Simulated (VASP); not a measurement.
# CuF (P6_3/mmc) in VASP: a series of runs

The runs below take CuF through single point, with PBE, r2SCAN.

All numbers are computed with VASP 6.6.1; they aren't measurements. Logs are shortened: lines on timing, memory, paths and dates and some standing lists are left out, and cuts for length are marked.

## (1) The cell of the first run

It takes space group P6_3/mmc (No. 194, hexagonal). The conventional cell has a = 3.605 Å, b = 3.605 Å, c = 5.623 Å, α = 90.00°, β = 90.00°, γ = 120.00°. Cu (site symmetry -6m2) has 5 F at 2.08 to 2.81 Å within 2.9 Å. Within 2.9 Å of F (site symmetry -6m2) lie 5 Cu at 2.08 to 2.81 Å.

## (2) Single point, PBE (15.82 Å³/atom)

INCAR reads:

```
PREC     = Accurate       # precision mode
ENCUT    = 820            # plane-wave cutoff, eV
EDIFF    = 1E-6           # SCF threshold, eV
ISMEAR   = -1             # smearing method
SIGMA    = 0.02           # smearing width, eV
LREAL    = F              # projectors in reciprocal space
LASPH    = T              # aspherical terms in the spheres
NELM     = 120            # most SCF steps
ALGO     = Normal         # electronic algorithm
ISIF     = 2              # what is computed and relaxed
LWAVE    = F              # write WAVECAR
LCHARG   = F              # write CHGCAR
GGA      = PE             # functional
NBANDS   = 34             # bands
GGA_COMPAT= F
```

KPOINTS reads:

```
regular mesh
0
Gamma
  9 9 4
```

POSCAR reads:

```
CuF
1.0
    3.6051627593      0.0000000000      0.0000000000
   -1.8025813797      3.1221625344      0.0000000000
    0.0000000000      0.0000000000      5.6234894451
Cu F
2 2
Direct
    0.3333333333      0.6666666667      0.2500000000
    0.6666666667      0.3333333333      0.7500000000
    0.6666666667      0.3333333333      0.2500000000
    0.3333333333      0.6666666667      0.7500000000
```

Potentials or basis: VASP PAW PBE potentials, release 64 (Cu_sv_GW, F).

Run with:

```sh
$ cat potpaw_PBE.64/Cu_sv_GW/POTCAR potpaw_PBE.64/F/POTCAR > POTCAR
$ mpirun -np 1 vasp_std > vasp.out
```

OUTCAR:

```text
PREC = Accurate
   ENCUT = 820
   EDIFF = 1E-6
   ISMEAR = -1
   LREAL = F
   LASPH = T
   NELM = 120
   ISIF = 2
   GGA = PE

 ion  position               nearest neighbor table
   1  0.333  0.667  0.250-   3 2.08   3 2.08   3 2.08
   2  0.667  0.333  0.750-   4 2.08   4 2.08   4 2.08
   3  0.667  0.333  0.250-   1 2.08   1 2.08   1 2.08
   4  0.333  0.667  0.750-   2 2.08   2 2.08   2 2.08

  LATTYP: Found a hexagonal cell.
 ALAT       =     3.6051627593
 C/A-ratio  =     1.5598434303

  Lattice vectors:

 A1 = (   3.6051627593,   0.0000000000,   0.0000000000)
 A2 = (  -1.8025813797,   3.1221625344,   0.0000000000)
 A3 = (   0.0000000000,   0.0000000000,   5.6234894451)

Analysis of symmetry for initial positions (statically):
=====================================================================
 Subroutine PRICEL returns:
 Original cell was already a primitive cell.

 Routine SETGRP: Setting up the symmetry group for a
 hexagonal supercell.

 Subroutine GETGRP returns: Found 24 space group operations
 (whereof 12 operations were pure point group operations)
 out of a pool of 24 trial point group operations.

The static configuration has the point symmetry D_3d.
 The point group associated with its full space group is D_6h.

Analysis of symmetry for dynamics (positions and initial velocities):
=====================================================================
 Subroutine PRICEL returns:
 Original cell was already a primitive cell.

 Routine SETGRP: Setting up the symmetry group for a
 hexagonal supercell.

 Subroutine GETGRP returns: Found 24 space group operations
 (whereof 12 operations were pure point group operations)
 out of a pool of 24 trial point group operations.

The dynamic configuration has the point symmetry D_3d.
 The point group associated with its full space group is D_6h.

 Subroutine INISYM returns: Found 24 space group operations
 (whereof 12 operations are pure point group operations),
 and found     1 'primitive' translations

----------------------------------------------------------------------------------------

                                     Primitive cell

  volume of cell :      63.2975

  direct lattice vectors                    reciprocal lattice vectors
     3.605162759  0.000000000  0.000000000     0.277379987  0.160145410  0.000000000
    -1.802581380  3.122162534  0.000000000     0.000000000  0.320290821  0.000000000
     0.000000000  0.000000000  5.623489445     0.000000000  0.000000000  0.177825532

  length of vectors
     3.605162759  3.605162759  5.623489445     0.320290821  0.320290821  0.177825532

  position of ions in fractional coordinates (direct lattice)
     0.333333333  0.666666667  0.250000000
     0.666666667  0.333333333  0.750000000
     0.666666667  0.333333333  0.250000000
     0.333333333  0.666666667  0.750000000

  ion indices of the primitive-cell ions
   primitive index   ion index
                 1           1
                 2           2
                 3           3
                 4           4

----------------------------------------------------------------------------------------

 KPOINTS: regular mesh

Automatic generation of k-mesh.
 Grid dimensions read from file:
 generate k-points for:    9    9    4

 Generating k-lattice:

  Cartesian coordinates                     Fractional coordinates (reciprocal lattice)
     0.030819999  0.017793934  0.000000000     0.111111111 -0.000000000  0.000000000
     0.000000000  0.035587869  0.000000000     0.000000000  0.111111111  0.000000000
     0.000000000  0.000000000  0.044456383     0.000000000  0.000000000  0.250000000

  Length of vectors
     0.035587869  0.035587869  0.044456383

  Shift w.r.t. Gamma in fractional coordinates (k-lattice)
     0.000000000  0.000000000  0.000000000

 Subroutine IBZKPT returns following result:
 ===========================================

 Found     36 irreducible k-points:

 Following reciprocal coordinates:
            Coordinates               Weight
  0.000000  0.000000  0.000000      1.000000
  0.111111 -0.000000  0.000000      6.000000
  0.222222  0.000000  0.000000      6.000000
  0.333333  0.000000  0.000000      6.000000
  0.444444  0.000000  0.000000      6.000000
  0.111111  0.111111  0.000000      6.000000
[... 16 lines left out ...]
  0.333333  0.222222  0.250000     24.000000
  0.333333  0.333333  0.250000      4.000000
 [... further k-points ...]
   k-points           NKPTS =     36   k-points in BZ     NKDIM =     36   number of bands    NBANDS=     34
   number of dos      NEDOS =    301   number of ions     NIONS =      4
   total plane-waves  NPLWV =  69984
   dimension x,y,z NGX =    36 NGY =   36 NGZ =   54
   dimension x,y,z NGXF=    72 NGYF=   72 NGZF=  108
   ions per type =               2   2
   NGX,Y,Z   is equivalent  to a cutoff of  16.60, 16.60, 15.96 a.u.
   NGXF,Y,Z  is equivalent  to a cutoff of  33.20, 33.20, 31.93 a.u.
 SYSTEM =  unknown system
   PREC   = accura    normal or accurate (medium, high low for compatibility)
   ISTART =      0    job   : 0-new  1-cont  2-samecut
   ICHARG =      2    charge: 1-file 2-atom 10-const
   ISPIN  =      1    spin polarized calculation?
   LNONCOLLINEAR =      F non collinear calculations
   LSORBIT =      F    spin-orbit coupling
   LASPH  =      T    aspherical Exc in radial PAW
   ENCUT  =  820.0 eV  60.27 Ry    7.76 a.u.   8.42  8.42 13.13*2*pi/ulx,y,z
   NELM   =    120;   NELMIN=  2; NELMDL= -5     # of ELM steps
   EDIFF  = 0.1E-05   stopping-criterion for ELM
   LREAL  =      F    real-space projection
   EDIFFG = 0.1E-04   stopping-criterion for IOM
   NSW    =      0    number of steps for IOM
   IBRION =     -1    ionic relax: 0-MD 1-quasi-New 2-CG
   NFREE  =      0    steps in history (QN), initial steepest desc. (CG)
   ISIF   =      2    stress and relaxation
   ISYM   =      2    0-nonsym 1-usesym 2-fastsym
   POTIM  = 0.5000    time-step for ionic-motion
   TEBEG  =    0.0;   TEEND  =   0.0 temperature during run
   PSTRESS=    0.0 pullay stress
   NELECT =      52.0000    total number of electrons
   NUPDOWN=      -1.0000    fix difference up-down
   EMIN   =  10.00;   EMAX   =-10.00  energy-range for DOS
   EFERMI =   0.00;   METHOD = LEGACY
   ISMEAR =    -1;   SIGMA  =   0.02  broadening in eV -4-tet -1-fermi 0-gaus
   EFERMI_NEDOS =   21; number of points for ismear=-14 and -15
   IALGO  =     38    algorithm
   IMIX   =      4    mixing-type and parameters
     AMIX     =   0.40;   BMIX     =  1.00
     AMIX_MAG =   1.60;   BMIX_MAG =  1.00
  volume/ion in A,a.u.               =      15.82       106.79
  Fermi-wavevector in a.u.,A,eV,Ry     =   1.533253  2.897428 31.985462  2.350865
  Thomas-Fermi vector in A             =   2.640346
   LORBIT       =      0    0 simple, 1 ext, 2 COOP (PROOUT), +10 PAW based schemes
   GGA     = PE    functional components
   LHFCALC =     F    Hartree Fock is set to
   AEXX    =    0.0000 exact exchange contribution
   IVDW    =     0    specifies the selected vdW correction
   LEPSILON=     F    determine dielectric tensor
   LRPA    =     F    only Hartree local field effects (RPA)
 non-spin polarized calculation
  energy-cutoff  :      820.00
  volume of cell :       63.30
 maximum number of plane-waves:      3410
 NGX is ok and might be reduce to    36
   NGX = 17   NGY = 17   NGZ = 27

 number of electron      52.0000001 magnetization

 Free energy of the ion-electron system (eV)
  ---------------------------------------------------
  ext. energy  EPLUGINS =         0.00000000
  ---------------------------------------------------
  free energy    TOTEN  =       -14.34760449 eV

  energy without entropy =      -14.34312176  energy(sigma->0) =      -14.34536312

 E-fermi :   2.0203     XC(G=0):  -9.4527

 val. band max:        2.0158372399   @ k =   0.1111  -0.0000   0.2500
 cond. band min:       2.0248024069   @ k =   0.0000   0.0000   0.0000
 fundamental gap:      0.0089651670
 Fermi energy:         2.0202597991

 k-point     1 :       0.0000    0.0000    0.0000
  band No.  band energies     occupation
      1    -108.6412      2.00000
      2    -108.6410      2.00000
      3     -66.1541      2.00000
      4     -66.1524      2.00000
      5     -66.0424      2.00000
      6     -66.0424      2.00000
[... 26 lines left out ...]
     33      13.4807      0.00000
     34      15.2492      0.00000

 k-point     2 :       0.1111   -0.0000    0.0000
  band No.  band energies     occupation
      1    -108.6411      2.00000
      2    -108.6411      2.00000
      3     -66.1540      2.00000
      4     -66.1524      2.00000
      5     -66.0427      2.00000
      6     -66.0425      2.00000
[... 26 lines left out ...]
     33      14.0379      0.00000
     34      14.4911      0.00000

 k-point     3 :       0.2222    0.0000    0.0000
  band No.  band energies     occupation
      1    -108.6411      2.00000
      2    -108.6410      2.00000
      3     -66.1538      2.00000
      4     -66.1524      2.00000
      5     -66.0428      2.00000
      6     -66.0427      2.00000
[... 26 lines left out ...]
     33      12.8362      0.00000
     34      14.8928      0.00000
[... 704 lines left out ...]
 k-point    23 :       0.3333    0.2222    0.2500
  band No.  band energies     occupation
      1    -108.6410      2.00000
      2    -108.6410      2.00000
      3     -66.1533      2.00000
      4     -66.1529      2.00000
      5     -66.0432      2.00000
      6     -66.0431      2.00000
[... 26 lines left out ...]
     33      12.1399      0.00000
     34      13.3028      0.00000

 k-point    24 :       0.3333    0.3333    0.2500
  band No.  band energies     occupation
      1    -108.6410      2.00000
      2    -108.6410      2.00000
      3     -66.1531      2.00000
      4     -66.1531      2.00000
      5     -66.0432      2.00000
      6     -66.0432      2.00000
[... 26 lines left out ...]
     33      13.1097      0.00000
     34      13.3417      0.00000

 [... further k-points ...]

------------------------ aborting loop because EDIFF is reached ----------------------------------------

  FORCE on cell =-STRESS in cart. coord.  units (eV):
  Direction    XX          YY          ZZ          XY          YZ          ZX
  --------------------------------------------------------------------------------------
  -------------------------------------------------------------------------------------
  Total       -1.7228240     -1.7228240     -0.7201438      0.0000000      0.0000000      0.0000000
  in kB      -43.6079050    -43.6079050    -18.2281907      0.0000000      0.0000000      0.0000000
  external PRESSURE =     -35.1480002 kB  Pullay stress =       0.0000000 kB

 VOLUME and BASIS-vectors are now :
 -----------------------------------------------------------------------------
  energy-cutoff  :      820.00
  volume of cell :       63.30
      direct lattice vectors                 reciprocal lattice vectors
     3.605162759  0.000000000  0.000000000     0.277379987  0.160145410  0.000000000
    -1.802581380  3.122162534  0.000000000     0.000000000  0.320290821  0.000000000
     0.000000000  0.000000000  5.623489445     0.000000000  0.000000000  0.177825532

 POSITION                                       TOTAL-FORCE (eV/Angst)
 -----------------------------------------------------------------------------------
     -0.00000      2.08144      1.40587        -0.000000      0.000000      0.000000
      1.80258      1.04072      4.21762         0.000000     -0.000000      0.000000
      1.80258      1.04072      1.40587        -0.000000     -0.000000      0.000000
     -0.00000      2.08144      4.21762         0.000000      0.000000      0.000000
 -----------------------------------------------------------------------------------
    total drift:                                0.000001     -0.000000      0.000000

  FREE ENERGIE OF THE ION-ELECTRON SYSTEM (eV)
  ---------------------------------------------------
  free  energy   TOTEN  =       -14.3476044860 eV

  energy  without entropy=      -14.3431217569  energy(sigma->0) =      -14.34536312
```

Wall time 3.3 min (1 thread of AMD EPYC 7R13 (Zen 3), shared host); peak memory 0.3 GiB.

Results:

```yaml
Free_energy: -14.3476 eV
Pressure: -3.5 GPa
Band_gap_on_the_k_mesh: zero (bands 26 and 27 overlap by 0.04 eV)
```

Stress tensor (GPa, compression positive):
```
-4.36  0.00  0.00
 0.00 -4.36  0.00
 0.00  0.00 -1.82
```

Levels at points of the mesh, in eV from the Fermi level:
| k point | band 23 | band 24 | band 25 | band 26 | band 27 | band 28 | band 29 | band 30 |
| --- | --- | --- | --- | --- | --- | --- | --- | --- |
| (0.00, 0.00, 0.00) | -0.70 | 0.00 | 0.00 | 0.02 | 0.02 | 2.91 | 4.36 | 11.10 |
| (0.00, 0.00, 0.50) | 0.01 | 0.01 | 0.01 | 0.01 | 0.27 | 0.27 | 8.07 | 8.07 |

Caveat: the cell stands under tension; semilocal functionals underestimate gaps, and a narrow one can read as zero. With open d or f shells a metallic result of PBE can be an artefact of self-interaction; +U or a hybrid may open a gap.

(Continued in part 2 of 3.)

The gap in the log of VASP goes by the Fermi energy; the results here count the filled bands.